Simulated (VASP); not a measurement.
# Ta: single point with PBE

Crystal: Ta.

```
CELL_PARAMETERS angstrom
1.45063 -2.50861 0.00000
1.45063 2.50861 0.00000
0.00000 0.00000 2.73347
ATOMIC_POSITIONS crystal
Ta 0.00000 0.00000 0.00000
```

- Program: VASP 6.6.1
- Task: single point
- Functional: PBE
- Potentials or basis: VASP PAW PBE potentials, release 64 (Ta_pv)
- Cutoff: 520 eV
- k mesh: 8 × 8 × 6
- Occupations: gaussian, width 0.1 eV
- Spin: no spin polarisation

```
Pressure : 0.1 GPa
```

Stress tensor (GPa, compression positive):
```
0.02 0.00 0.00
0.00 0.16 0.00
0.00 0.00 0.12
```

Levels at points of the mesh, in eV from the Fermi level:
```tsv
k point	band 1	band 2	band 3	band 4	band 5	band 6	band 7	band 8	band 9	band 10
(0.00, 0.00, 0.00)	-33.65	-33.65	-33.50	-7.72	-2.72	0.52	0.56	6.11	6.12	12.56
(0.50, 0.00, 0.00)	-34.68	-33.89	-33.38	-4.33	-1.94	0.52	2.45	5.33	6.38	9.66
(0.50, 0.50, 0.00)	-34.68	-33.90	-33.38	-4.33	-1.93	0.53	2.45	5.31	6.39	9.68
(0.00, 0.00, 0.50)	-34.70	-33.55	-33.54	-4.33	-0.34	1.37	1.40	2.61	2.62	10.20
(0.50, 0.00, 0.50)	-34.52	-34.51	-33.77	-3.93	-2.49	1.21	5.59	5.84	6.76	8.09
(0.50, 0.50, 0.50)	-34.52	-34.51	-33.78	-3.92	-2.49	1.19	5.60	5.86	6.77	8.09
```

Wall time 6 s on 1 thread of Intel(R) Xeon(R) 6975P-C (Granite Rapids), on a shared host, peak memory 0.14 GiB.

Caveat: the k points lie up to 0.38 Å⁻¹ apart; spin-orbit coupling is left out, which moves the levels of the heavy elements.
